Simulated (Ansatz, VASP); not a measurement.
# Pt: VASP beside Ansatz

File INCAR:

```
ALGO = Normal ; EDIFF = 1E-6
ENCUT = 570 ; GGA = CA
GGA_COMPAT = False ; ISIF = 2
ISMEAR = -1 ; LASPH = True
LCHARG = False ; LREAL = False
LWAVE = False ; NBANDS = 25
NELM = 120 ; PREC = Accurate
SIGMA = 0.1
```

File KPOINTS:

```
k-points
0
Gamma
  15 15 8
```

POSCAR

```
Pt
1.0
    2.6783293370      0.0000000000      0.0000000000
   -1.3391646685      2.3195012455      0.0000000000
    0.0000000000      0.0000000000      4.5941162080
Pt
2
Direct
    0.3333333333      0.6666666667      0.2500000000
    0.6666666667      0.3333333333      0.7500000000
```

Input for Ansatz:

```yaml
crystal:
  lattice:
    - [2.678329337, 0.0, 0.0]
    - [-1.3391646685, 2.3195012455, 0.0]
    - [0.0, 0.0, 4.594116208]
  atoms:
    - { symbol: Pt, position: [0.3333333333, 0.6666666667, 0.25] }
    - { symbol: Pt, position: [0.6666666667, 0.3333333333, 0.75] }
hamiltonian:
  xc: lda
  pseudopotentials:
    kind: paw
    azcp:
      Pt: "pseudopotentials/Pt.paw.azcp"
basis:
  ecutwfc: 420
  fft_grid_basis: typed
kpoints:
  mp_grid: { grid: [15, 15, 8], shift: [0, 0, 0] }
magnetization:
  spin_polarized: false
scf:
  occupations: { method: fermi_dirac, width: 0.1 }
  lower_state_search: "off"
output:
  stress: true
  write_density: true
  write_potential: true
  elf: true
  volumetric_format: npy
```

Alike in both runs: task single point; functional LDA; k mesh 15 × 15 × 8; occupations fermi-dirac, width 0.1 eV; no spin polarisation.

```csv
,VASP,Ansatz
version,VASP 6.6.1,Ansatz 0.2.0
potentials or method,"VASP PAW LDA potentials, release 64 (Pt_sv_GW), cutoff 570 eV","plane waves (420 eV) with PAW, scalar-relativistic"
valence electrons in the cell,36,36
```

|  | VASP | Ansatz | Ansatz less VASP |
| --- | --- | --- | --- |
| pressure (GPa) | 13.5 | 13.8 | +0.34 |
| traceless stress, the component that is largest in VASP (GPa) | -0.82 | -0.51 | +0.301 |

Ansatz warns that its potentials were made for another functional, while VASP's fit it. LDA's correlation is that of Perdew and Zunger in VASP and of Perdew and Wang (1992) in Ansatz.

Neither program's run includes spin-orbit coupling.
